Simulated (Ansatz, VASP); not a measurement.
## Two plane-wave programs on In

```
In
1.0
    -1.93106    1.93106    1.93106
     1.93106   -1.93106    1.93106
     1.93106    1.93106   -1.93106
In
1
Direct
  0.00000 0.00000 0.00000
```

Alike in both runs: task single point; functional r2SCAN; k mesh 13 × 13 × 13; occupations fermi-dirac, width 0.1 eV; no spin polarisation.

```csv
,VASP,Ansatz
version,VASP 6.6.1,Ansatz 0.2.0
potentials or method,"VASP PAW PBE potentials, release 64 (In_d), cutoff 550 eV","plane waves (500 eV) with PAW, scalar-relativistic"
valence electrons in the cell,13,13
```

```tsv
	VASP	Ansatz	Ansatz less VASP
pressure (GPa)	-2.6	-2.6	0.00
```

VASP's potentials were made for PBE, not for r2SCAN. The functional is the same, so the differences come from potentials, cutoffs and numerics.
